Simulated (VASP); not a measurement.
MnAu3, 4 atoms in the cell. It takes space group R-3m (No. 166, trigonal). The conventional cell has a = 3.052 Å, b = 3.052 Å, c = 26.325 Å, α = 90.00°, β = 90.00°, γ = 120.00°. Within 3.6 Å of Au (site symmetry 3m) lie 3 Mn at 2.69 Å and 9 Au at 2.94 to 3.05 Å. Au (site symmetry -3m) has 12 Au at 2.94 to 3.05 Å within 3.9 Å. Within 3.6 Å of Mn (site symmetry -3m) lie 6 Au at 2.69 Å and 6 Mn at 3.05 Å. 

* Program: VASP 6.6.1
* Task: single point
* Functional: PBEsol
* Potentials or basis: VASP PAW PBE potentials, release 64 (Au, Mn_pv)
* Cutoff: 520 eV
* k mesh: 10 × 10 × 10
* Occupations: fermi-dirac, width 0.05 eV
* Spin: collinear spin, ferromagnetic start
* Starting moments: [0.0, 0.0, 0.0, 4.0] μB
* Dipole correction: no
* Further INCAR settings: ALGO = Fast; EDIFF = 1e-06; NBANDS = 35

Potentials or basis: VASP PAW PBE potentials, release 64 (Au, Mn_pv).

Command:

```sh
$ cat potpaw_PBE.64/Au/POTCAR potpaw_PBE.64/Mn_pv/POTCAR > POTCAR
$ mpirun -np 1 vasp_std > vasp.out
```

Hardware: 1 thread of Oxide Virtual Turin-like Processor, with other jobs on the host.

**Question.** Estimate the wall time of this run.

**Answer.** Wall time 2.1 h on 1 thread of Oxide Virtual Turin-like Processor (shared host), peak memory 1.2 GiB. Counts: scf iterations 16, k points 116.
